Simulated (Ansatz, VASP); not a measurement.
## Hf in VASP and in Ansatz

```
CELL_PARAMETERS angstrom
0.00000 2.22000 2.24220
2.22000 0.00000 2.24220
2.22000 2.22000 0.00000
ATOMIC_POSITIONS crystal
Hf 0.00000 0.00000 0.00000
```

Change from the starting cell: zz strain of +1 %.

Alike in both runs: task single point; functional LDA; k mesh 13 × 13 × 13; occupations fermi-dirac, width 0.03 eV; no spin polarisation.

```csv
,VASP,Ansatz
version,VASP 6.6.1,Ansatz 0.2.0
potentials or method,"VASP PAW LDA potentials, release 64 (Hf_pv), cutoff 520 eV","all-electron LAPW, scalar-relativistic"
```

```csv
,VASP,Ansatz,Ansatz less VASP
pressure (GPa),-6.5,-6.4,+0.02
"traceless stress, the component that is largest in VASP (GPa)",-0.23,-0.24,-0.014
```

LDA's correlation is that of Perdew and Zunger in VASP and of Perdew and Wang (1992) in Ansatz. Ansatz ran all-electron here, and VASP with PAW potentials.

Spin-orbit coupling is off throughout.
